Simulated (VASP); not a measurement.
A run of VASP 6.6.1:

The input INCAR:

```
SYSTEM = Sb
PREC     = Accurate       ! precision mode
ENCUT    = 520            ! plane-wave cutoff, eV
EDIFF    = 1E-7           ! SCF threshold, eV
ISMEAR   = -1             ! smearing method
SIGMA    = 0.05           ! smearing width, eV
LREAL    = .FALSE.        ! projectors in reciprocal space
LASPH    = .TRUE.         ! aspherical terms in the spheres
NELM     = 150            ! most SCF steps
ALGO     = Normal         ! electronic algorithm
ISIF     = 2              ! what is computed and relaxed
LWAVE    = .FALSE.        ! write WAVECAR
LCHARG   = .FALSE.        ! write CHGCAR
MAGMOM   = 0 0 0          ! initial moments
LORBIT   = 11             ! projections on sites
LSORBIT  = .TRUE.         ! spin-orbit coupling
GGA_COMPAT= .FALSE.      
LORBMOM  = .TRUE.       
GGA      = PE             ! functional
NBANDS   = 16             ! bands
```

File KPOINTS:

```
Automatic mesh
0
G
  7 7 7
  0 0 0
```

POSCAR

```
Sb
1.0
   -1.8713408863      1.8713408863      1.8713408863
    1.8713408863     -1.8713408863      1.8713408863
    1.8713408863      1.8713408863     -1.8713408863
Sb
1
Direct
    0.0000000000      0.0000000000      0.0000000000
```

Potentials or basis: VASP PAW PBE potentials, release 64 (Sb).

The run is started by

```sh
$ cat potpaw_PBE.64/Sb/POTCAR > POTCAR
$ mpirun -np 1 vasp_ncl > vasp.out
```

Hardware: 1 thread of Intel Xeon 8259CL, with other jobs on the host.

Estimate the wall time of this run.

Wall time 29 s on 1 thread of Intel Xeon 8259CL (shared host), peak memory 0.17 GiB. Counts: scf iterations 12, k points 20.
